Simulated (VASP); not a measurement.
# SnSe (Fm-3m) in VASP: further runs

SnSe is run at these levels: PBEsol; tasks: single point.

All numbers are computed with VASP 6.6.1; they aren't measurements. Logs are shortened: lines on timing, memory, paths and dates and some standing lists are left out, and cuts for length are marked.

## (1) The cell of the first run

The structure is cubic, space group Fm-3m (No. 225). Conventional cell: a = 5.897 Å, b = 5.897 Å, c = 5.897 Å, α = 90.00°, β = 90.00°, γ = 90.00°. Within 3.9 Å of Sn (site symmetry m-3m) lie 6 Se at 2.95 Å. Se (site symmetry m-3m) has 6 Sn at 2.95 Å within 3.9 Å.

## (2) Single point, PBEsol

Contents of INCAR:

```
SYSTEM = SnSe
PREC     = Accurate       ! precision mode
ENCUT    = 520            ! plane-wave cutoff, eV
EDIFF    = 1E-6           ! SCF threshold, eV
ISMEAR   = 0              ! smearing method
SIGMA    = 0.01           ! smearing width, eV
LREAL    = .False.        ! projectors in reciprocal space
LASPH    = .True.         ! aspherical terms in the spheres
NELM     = 100            ! most SCF steps
ALGO     = Normal         ! electronic algorithm
ISIF     = 2              ! what is computed and relaxed
LWAVE    = .False.        ! write WAVECAR
LCHARG   = .True.         ! write CHGCAR
GGA      = PS             ! functional
LELF     = .True.         ! ELF
LVHAR    = .True.       
NBANDS   = 17             ! bands
```

Contents of KPOINTS:

```
Automatic mesh
0
Gamma
  6 6 6
  0 0 0
```

Contents of POSCAR:

```
SnSe
1.0
    0.0000000000      2.9485541872      2.9485541872
    2.9485541872      0.0000000000      2.9485541872
    2.9485541872      2.9485541872      0.0000000000
Sn Se
1 1
Direct
    0.0000000000      0.0000000000      0.0000000000
    0.5000000000      0.5000000000      0.5000000000
```

Potentials or basis: VASP PAW PBE potentials, release 64 (Sn_d, Se).

Launch:

```bash
> cat potpaw_PBE.64/Sn_d/POTCAR potpaw_PBE.64/Se/POTCAR > POTCAR
> mpirun -np 1 vasp_std > vasp.out
```

OUTCAR:

```text
SYSTEM = SnSe
   PREC = Accurate
   ENCUT = 520
   EDIFF = 1E-6
   ISMEAR = 0
   LREAL = .False.
   LASPH = .True.
   NELM = 100
   ISIF = 2
   GGA = PS

 ion  position               nearest neighbor table
   1  0.000  0.000  0.000-   2 2.95   2 2.95   2 2.95   2 2.95   2 2.95   2 2.95
   2  0.500  0.500  0.500-   1 2.95   1 2.95   1 2.95   1 2.95   1 2.95   1 2.95

  LATTYP: Found a face centered cubic cell.
 ALAT       =     5.8971083744

  Lattice vectors:

 A1 = (   0.0000000000,   2.9485541872,   2.9485541872)
 A2 = (   2.9485541872,   0.0000000000,   2.9485541872)
 A3 = (   2.9485541872,   2.9485541872,   0.0000000000)

Analysis of symmetry for initial positions (statically):
=====================================================================
 Subroutine PRICEL returns:
 Original cell was already a primitive cell.

 Routine SETGRP: Setting up the symmetry group for a
 face centered cubic supercell.

 Subroutine GETGRP returns: Found 48 space group operations
 (whereof 48 operations were pure point group operations)
 out of a pool of 48 trial point group operations.

The static configuration has the point symmetry O_h .

Analysis of symmetry for dynamics (positions and initial velocities):
=====================================================================
 Subroutine PRICEL returns:
 Original cell was already a primitive cell.

 Routine SETGRP: Setting up the symmetry group for a
 face centered cubic supercell.

 Subroutine GETGRP returns: Found 48 space group operations
 (whereof 48 operations were pure point group operations)
 out of a pool of 48 trial point group operations.

The dynamic configuration has the point symmetry O_h .

 Subroutine INISYM returns: Found 48 space group operations
 (whereof 48 operations are pure point group operations),
 and found     1 'primitive' translations

----------------------------------------------------------------------------------------

                                     Primitive cell

  volume of cell :      51.2693

  direct lattice vectors                    reciprocal lattice vectors
     0.000000000  2.948554187  2.948554187    -0.169574635  0.169574635  0.169574635
     2.948554187  0.000000000  2.948554187     0.169574635 -0.169574635  0.169574635
     2.948554187  2.948554187  0.000000000     0.169574635  0.169574635 -0.169574635

  length of vectors
     4.169885321  4.169885321  4.169885321     0.293711883  0.293711883  0.293711883

  position of ions in fractional coordinates (direct lattice)
     0.000000000  0.000000000  0.000000000
     0.500000000  0.500000000  0.500000000

  ion indices of the primitive-cell ions
   primitive index   ion index
                 1           1
                 2           2

----------------------------------------------------------------------------------------

 KPOINTS: Automatic mesh

Automatic generation of k-mesh.
 Grid dimensions read from file:
 generate k-points for:    6    6    6

 Generating k-lattice:

  Cartesian coordinates                     Fractional coordinates (reciprocal lattice)
    -0.028262439  0.028262439  0.028262439     0.166666667  0.000000000  0.000000000
     0.028262439 -0.028262439  0.028262439     0.000000000  0.166666667  0.000000000
     0.028262439  0.028262439 -0.028262439     0.000000000  0.000000000  0.166666667

  Length of vectors
     0.048951981  0.048951981  0.048951981

  Shift w.r.t. Gamma in fractional coordinates (k-lattice)
     0.000000000  0.000000000  0.000000000

 Subroutine IBZKPT returns following result:
 ===========================================

 Found     16 irreducible k-points:

 Following reciprocal coordinates:
            Coordinates               Weight
  0.000000  0.000000  0.000000      1.000000
  0.166667  0.000000  0.000000      8.000000
  0.333333  0.000000  0.000000      8.000000
  0.500000  0.000000  0.000000      4.000000
  0.166667  0.166667  0.000000      6.000000
  0.333333  0.166667  0.000000     24.000000
[... 8 lines left out ...]
 -0.333333  0.333333  0.166667     24.000000
 -0.333333  0.500000  0.166667     12.000000
   k-points           NKPTS =     16   k-points in BZ     NKDIM =     16   number of bands    NBANDS=     17
   number of dos      NEDOS =    301   number of ions     NIONS =      2
   total plane-waves  NPLWV =  32768
   dimension x,y,z NGX =    32 NGY =   32 NGZ =   32
   dimension x,y,z NGXF=    64 NGYF=   64 NGZF=   64
   ions per type =               1   1
   NGX,Y,Z   is equivalent  to a cutoff of  12.76, 12.76, 12.76 a.u.
   NGXF,Y,Z  is equivalent  to a cutoff of  25.52, 25.52, 25.52 a.u.
 SYSTEM =  SnSe
   PREC   = accura    normal or accurate (medium, high low for compatibility)
   ISTART =      0    job   : 0-new  1-cont  2-samecut
   ICHARG =      2    charge: 1-file 2-atom 10-const
   ISPIN  =      1    spin polarized calculation?
   LNONCOLLINEAR =      F non collinear calculations
   LSORBIT =      F    spin-orbit coupling
   LASPH  =      T    aspherical Exc in radial PAW
   ENCUT  =  520.0 eV  38.22 Ry    6.18 a.u.   7.75  7.75  7.75*2*pi/ulx,y,z
   NELM   =    100;   NELMIN=  2; NELMDL= -5     # of ELM steps
   EDIFF  = 0.1E-05   stopping-criterion for ELM
   LREAL  =      F    real-space projection
   EDIFFG = 0.1E-04   stopping-criterion for IOM
   NSW    =      0    number of steps for IOM
   IBRION =     -1    ionic relax: 0-MD 1-quasi-New 2-CG
   NFREE  =      0    steps in history (QN), initial steepest desc. (CG)
   ISIF   =      2    stress and relaxation
   ISYM   =      2    0-nonsym 1-usesym 2-fastsym
   POTIM  = 0.5000    time-step for ionic-motion
   TEBEG  =    0.0;   TEEND  =   0.0 temperature during run
   PSTRESS=    0.0 pullay stress
   NELECT =      20.0000    total number of electrons
   NUPDOWN=      -1.0000    fix difference up-down
   EMIN   =  10.00;   EMAX   =-10.00  energy-range for DOS
   EFERMI =   0.00;   METHOD = LEGACY
   ISMEAR =     0;   SIGMA  =   0.01  broadening in eV -4-tet -1-fermi 0-gaus
   EFERMI_NEDOS =   21; number of points for ismear=-14 and -15
   IALGO  =     38    algorithm
   IMIX   =      4    mixing-type and parameters
     AMIX     =   0.40;   BMIX     =  1.00
     AMIX_MAG =   1.60;   BMIX_MAG =  1.00
  volume/ion in A,a.u.               =      25.63       172.99
  Fermi-wavevector in a.u.,A,eV,Ry     =   1.196187  2.260466 19.468075  1.430863
  Thomas-Fermi vector in A             =   2.332134
   LORBIT       =      0    0 simple, 1 ext, 2 COOP (PROOUT), +10 PAW based schemes
   GGA     = PS    functional components
   LHFCALC =     F    Hartree Fock is set to
   AEXX    =    0.0000 exact exchange contribution
   IVDW    =     0    specifies the selected vdW correction
   LEPSILON=     F    determine dielectric tensor
   LRPA    =     F    only Hartree local field effects (RPA)
 non-spin polarized calculation
 Gauss-broadening in eV      SIGMA  =   0.01
  energy-cutoff  :      520.00
  volume of cell :       51.27
 maximum number of plane-waves:      1411
   NGX = 15   NGY = 15   NGZ = 15

 number of electron      19.9999999 magnetization

 Free energy of the ion-electron system (eV)
  ---------------------------------------------------
  ext. energy  EPLUGINS =         0.00000000
  ---------------------------------------------------
  free energy    TOTEN  =        -9.00539707 eV

  energy without entropy =       -9.00539707  energy(sigma->0) =       -9.00539707

 E-fermi :   6.1337     XC(G=0): -10.0633

 val. band max:        6.0103317413   @ k =   0.5000   0.0000   0.0000
 cond. band min:       6.9415712319   @ k =   0.5000   0.0000   0.0000
 fundamental gap:      0.9312394906
 Fermi energy:         6.1336869298

 k-point     1 :       0.0000    0.0000    0.0000
  band No.  band energies     occupation
      1     -15.3443      2.00000
      2     -15.3443      2.00000
      3     -15.3416      2.00000
      4     -15.3416      2.00000
      5     -15.3416      2.00000
      6      -8.1835      2.00000
[... 9 lines left out ...]
     16      11.8721      0.00000
     17      14.1092      0.00000

 k-point     2 :       0.1667    0.0000    0.0000
  band No.  band energies     occupation
      1     -15.3467      2.00000
      2     -15.3467      2.00000
      3     -15.3408      2.00000
      4     -15.3376      2.00000
      5     -15.3376      2.00000
      6      -7.9685      2.00000
[... 9 lines left out ...]
     16      12.5422      0.00000
     17      16.1566      0.00000

 k-point     3 :       0.3333    0.0000    0.0000
  band No.  band energies     occupation
      1     -15.3522      2.00000
      2     -15.3522      2.00000
      3     -15.3394      2.00000
      4     -15.3291      2.00000
      5     -15.3291      2.00000
      6      -7.4445      2.00000
[... 9 lines left out ...]
     16      14.2506      0.00000
     17      18.3198      0.00000

 k-point     4 :       0.5000    0.0000    0.0000
  band No.  band energies     occupation
      1     -15.3550      2.00000
      2     -15.3550      2.00000
      3     -15.3387      2.00000
      4     -15.3248      2.00000
      5     -15.3248      2.00000
      6      -7.1046      2.00000
[... 9 lines left out ...]
     16      16.3965      0.00000
     17      16.4502      0.00000
[... 183 lines left out ...]
      1     -15.3658      2.00000
      2     -15.3445      2.00000
      3     -15.3412      2.00000
      4     -15.3269      2.00000
      5     -15.3244      2.00000
      6      -7.0659      2.00000
[... 9 lines left out ...]
     16      16.1942      0.00000
     17      16.8256      0.00000

 k-point    15 :      -0.3333    0.3333    0.1667
  band No.  band energies     occupation
      1     -15.3679      2.00000
      2     -15.3460      2.00000
      3     -15.3345      2.00000
      4     -15.3325      2.00000
      5     -15.3211      2.00000
      6      -6.8303      2.00000
[... 9 lines left out ...]
     16      17.6834      0.00000
     17      17.7449      0.00000

 k-point    16 :      -0.3333    0.5000    0.1667
  band No.  band energies     occupation
      1     -15.3764      2.00000
      2     -15.3427      2.00000
      3     -15.3404      2.00000
      4     -15.3265      2.00000
      5     -15.3181      2.00000
      6      -6.7374      2.00000
[... 9 lines left out ...]
     16      17.6242      0.00000
     17      19.0130      0.00000

------------------------ aborting loop because EDIFF is reached ----------------------------------------

  FORCE on cell =-STRESS in cart. coord.  units (eV):
  Direction    XX          YY          ZZ          XY          YZ          ZX
  --------------------------------------------------------------------------------------
  -------------------------------------------------------------------------------------
  Total        0.3501771      0.3501771      0.3501771     -0.0000000     -0.0000000      0.0000000
  in kB       10.9431155     10.9431155     10.9431155     -0.0000000     -0.0000000      0.0000000
  external PRESSURE =      10.9431155 kB  Pullay stress =       0.0000000 kB

 VOLUME and BASIS-vectors are now :
 -----------------------------------------------------------------------------
  energy-cutoff  :      520.00
  volume of cell :       51.27
      direct lattice vectors                 reciprocal lattice vectors
     0.000000000  2.948554187  2.948554187    -0.169574635  0.169574635  0.169574635
     2.948554187  0.000000000  2.948554187     0.169574635 -0.169574635  0.169574635
     2.948554187  2.948554187  0.000000000     0.169574635  0.169574635 -0.169574635

 POSITION                                       TOTAL-FORCE (eV/Angst)
 -----------------------------------------------------------------------------------
      0.00000      0.00000      0.00000         0.000000      0.000000     -0.000000
      2.94855      2.94855      2.94855        -0.000000     -0.000000      0.000000
 -----------------------------------------------------------------------------------
    total drift:                                0.000000     -0.000000     -0.000000

  FREE ENERGIE OF THE ION-ELECTRON SYSTEM (eV)
  ---------------------------------------------------
  free  energy   TOTEN  =        -9.0053970655 eV

  energy  without entropy=       -9.0053970655  energy(sigma->0) =       -9.00539707
```

Wall time 13 s (1 thread of Intel Xeon 8259CL, shared host); peak memory 0.17 GiB.

What came out:

```yaml
Free_energy: -9.0054 eV
Pressure: 1.1 GPa
Band_gap_on_the_k_mesh: 0.93 eV, direct
```

Caveat: the PAW data sets were made with another functional, which shifts forces and pressure a little; spin-orbit coupling is left out, which moves the levels of the heavy elements. A k mesh can miss the band edges.

## (3) Single point, PBEsol

This run uses another cell than the first one, of 26.18 Å³/atom, 1.021 times its volume.

Contents of INCAR:

```
SYSTEM = SnSe
PREC = Accurate
ENCUT = 520
EDIFF = 1E-6
ISMEAR = 0
SIGMA = 0.01
LREAL = .FALSE.
LASPH = .TRUE.
NELM = 100
ALGO = Normal
ISIF = 2
LWAVE = .FALSE.
LCHARG = .TRUE.
GGA = PS
LELF = .TRUE.
LVHAR = .TRUE.
NBANDS = 17
```

Contents of KPOINTS:

```
Automatic mesh
0
G
  6 6 6
  0 0 0
```

Contents of POSCAR:

```
SnSe
1.0
    0.0000000000      2.9693193375      2.9693193375
    2.9693193375      0.0000000000      2.9693193375
    2.9693193375      2.9693193375      0.0000000000
Sn Se
1 1
Direct
    0.0000000000      0.0000000000      0.0000000000
    0.5000000000      0.5000000000      0.5000000000
```

Potentials or basis: VASP PAW PBE potentials, release 64 (Sn_d, Se).

Launch:

```bash
> cat potpaw_PBE.64/Sn_d/POTCAR potpaw_PBE.64/Se/POTCAR > POTCAR
> mpirun -np 1 vasp_std > vasp.out
```

It took 14 s on 1 thread of Intel Xeon 8259CL, shared host; peak memory 0.18 GiB.

It converged, with:

```
Free energy            : -9.0089 eV
Pressure               : -0.1 GPa
Band gap on the k mesh : 0.83 eV, direct
```

Levels at points of the mesh, in eV from the valence-band top:
```csv
k point,band 8,band 9,band 10,band 11,band 12,band 13
"(0.00, 0.00, 0.00)",-2.19,-2.19,-2.19,4.56,4.56,4.56
"(0.50, 0.00, 0.00)",-1.94,-1.94,0.00,0.83,1.30,1.30
"(0.50, 0.50, 0.00)",-5.68,-3.73,-3.73,2.90,5.67,5.67
```

Caveat: the PAW data sets were made with another functional, which shifts forces and pressure a little; spin-orbit coupling is left out, which moves the levels of the heavy elements.
